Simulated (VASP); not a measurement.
Wanted: the native input for a VASP 6.6.1 run.

```
Task                   : single point
Functional             : PBE
Potentials or basis    : VASP PAW PBE potentials, release 64 (Ta_pv, P, Au)
Cutoff                 : 520 eV
k mesh                 : 3 × 3 × 4
Occupations            : gaussian, width 0.1 eV
Spin                   : no spin polarisation
Dipole correction      : no
Further INCAR settings : ALGO = Normal; EDIFF = 1e-06; NBANDS = 60
```

The structure of TaPAu3 lies in POSCAR:

```
TaPAu3
1.0
    6.8513429989      0.0000000000      0.0000000000
   -3.4256714994      5.9334370871      0.0000000000
    0.0000000000      0.0000000000      4.5674381478
Ta P Au
2 2 6
Direct
    0.3333333333      0.6666666667      0.7500000000
    0.6666666667      0.3333333333      0.2500000000
    0.0000000000      0.0000000000      0.5000000000
    0.0000000000      0.0000000000      0.0000000000
    0.1953430453      0.3906860906      0.2500000000
    0.8046569547      0.1953430453      0.7500000000
    0.8046569547      0.6093139094      0.7500000000
    0.1953430453      0.8046569547      0.2500000000
    0.6093139094      0.8046569547      0.2500000000
    0.3906860906      0.1953430453      0.7500000000
```

These files were run (other wordings do the same):

INCAR

```
PREC = Accurate ; ENCUT = 520
EDIFF = 1E-6 ; ISMEAR = 0
SIGMA = 0.1 ; LREAL = False
LASPH = True ; NELM = 60
ALGO = Normal ; ISIF = 2
LWAVE = False ; LCHARG = False
GGA = PE ; NBANDS = 60
```

KPOINTS

```
Automatic mesh
0
Gamma
  3 3 4
```

Potentials or basis: VASP PAW PBE potentials, release 64 (Ta_pv, P, Au).

The run is started by

```bash
$ cat potpaw_PBE.64/Ta_pv/POTCAR potpaw_PBE.64/P/POTCAR potpaw_PBE.64/Au/POTCAR > POTCAR
$ mpirun -np 1 vasp_std > vasp.out
```

It gave:

```json
{
  "Pressure": "0.0 GPa",
  "Band gap on the k mesh": "zero (bands 49 and 50 overlap by 0.81 eV)"
}
```

Caveat: spin-orbit coupling is left out, which moves the levels of the heavy elements.

Wall time 110 s on 1 thread of Intel(R) Xeon(R) Platinum 8488C (Sapphire Rapids), on a shared host, peak memory 0.35 GiB.
